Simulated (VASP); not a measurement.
Here is a VASP 6.6.1 calculation.

File INCAR:

```
PREC = Accurate
ENCUT = 600
EDIFF = 1E-7
ISMEAR = -1
SIGMA = 0.05
LREAL = F
LASPH = T
NELM = 80
ALGO = Normal
ISIF = 3
LWAVE = F
LCHARG = F
GGA = PE
IBRION = 2
NSW = 60
EDIFFG = -0.005
```

The input KPOINTS:

```
regular mesh
0
Gamma
  13 13 13
```

File POSCAR:

```
In
1.0
   -2.9535070979      2.9535070979      1.6244289038
    2.9535070979     -2.9535070979      1.6244289038
    2.9535070979      2.9535070979     -1.6244289038
In
2
Direct
   -0.3750000000     -0.1250000000     -0.2500000000
    0.3750000000      0.1250000000      0.2500000000
```

Potentials or basis: VASP PAW PBE potentials, release 64 (In_d).

The run is started by

```console
$ cat potpaw_PBE.64/In_d/POTCAR > POTCAR
$ mpirun -np 1 vasp_std > vasp.out
```

(1) Estimate the relaxed volume.

(2) What does it give for the band gap on the k mesh?

(3) Predict the relaxed cell.

Answers

(1) 28.77 Å³/atom.

(2) zero (bands 13 and 14 overlap by 5.32 eV).

(3) a = 4.536 Å, b = 4.536 Å, c = 4.536 Å, α = 97.11°, β = 97.11°, γ = 138.79°.

Caveat: spin-orbit coupling is left out, which moves the levels of the heavy elements.
